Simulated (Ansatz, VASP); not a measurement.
## Ga in VASP and in Ansatz

```
Ga
1.0
     2.96479    0.00000    0.00000
    -1.48239    2.56758    0.00000
     0.00000    0.00000    4.68945
Ga
2
Direct
  0.33333 0.66667 0.25000
  0.66667 0.33333 0.75000
```

Alike in both runs: task single point; functional PBEsol; k mesh 14 × 14 × 8; occupations fermi-dirac, width 0.1 eV; no spin polarisation.

|  | VASP | Ansatz |
| --- | --- | --- |
| version | VASP 6.6.1 | Ansatz 0.2.0 |
| potentials or method | VASP PAW PBE potentials, release 64 (Ga_d), cutoff 520 eV | plane waves (420 eV) with PAW, scalar-relativistic |
| valence electrons in the cell | 26 | 26 |

```csv
,VASP,Ansatz,Ansatz less VASP
pressure (GPa),0.3,0.2,-0.07
"traceless stress, the component that is largest in VASP (GPa)",0.33,0.32,-0.002
```

VASP's potentials were made for PBE, not for PBEsol, and Ansatz warns of the same on its side.
